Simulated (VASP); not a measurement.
Set up this calculation in VASP 6.6.1, as the native input.

```
Task                   : single point
Functional             : LDA
Potentials or basis    : VASP PAW LDA potentials, release 64 (Ba_sv, Zr_sv, O)
Cutoff                 : 520 eV
k mesh                 : 4 × 4 × 4
Occupations            : gaussian, width 0.01 eV
Spin                   : no spin polarisation
Dipole correction      : no
Further INCAR settings : ALGO = Normal; EDIFF = 1e-07; NBANDS = 28
```

The structure of BaZrO3 lies in POSCAR:

```
BaZrO3
1.0
    4.0969601340      0.0000000000      0.0000000000
    0.0000000000      4.0969601340      0.0000000000
    0.0000000000      0.0000000000      4.0969601340
Ba Zr O
1 1 3
Direct
    0.0000000000      0.0000000000      0.0000000000
    0.5000000000      0.5000000000      0.5000000000
    0.0000000000      0.5000000000      0.5000000000
    0.5000000000      0.0000000000      0.5000000000
    0.5000000000      0.5000000000      0.0000000000
```

One way to write it, as run:

INCAR

```
ALGO = Normal ; EDIFF = 1E-7
ENCUT = 520 ; GGA = CA
ISIF = 2 ; ISMEAR = 0
LASPH = True ; LCHARG = False
LREAL = False ; LWAVE = False
NBANDS = 28 ; NELM = 60
PREC = Accurate ; SIGMA = 0.01
```

KPOINTS

```
k-points
0
Gamma
  4 4 4
```

Potentials or basis: VASP PAW LDA potentials, release 64 (Ba_sv, Zr_sv, O).

Run with:

```bash
$ cat potpaw_LDA.64/Ba_sv/POTCAR potpaw_LDA.64/Zr_sv/POTCAR potpaw_LDA.64/O/POTCAR > POTCAR
$ mpirun -np 1 vasp_std > vasp.out
```

It gave:

| Quantity | Value |
| --- | --- |
| Pressure | 8.8 GPa |
| Band gap on the k mesh | 3.19 eV, indirect (least direct gap 3.32 eV) |

Caveat: spin-orbit coupling is left out, which moves the levels of the heavy elements.

Wall time 17 s on 1 thread of AMD EPYC 7R43 64-Core Processor (Zen 3), with other jobs on the host, peak memory 0.12 GiB.
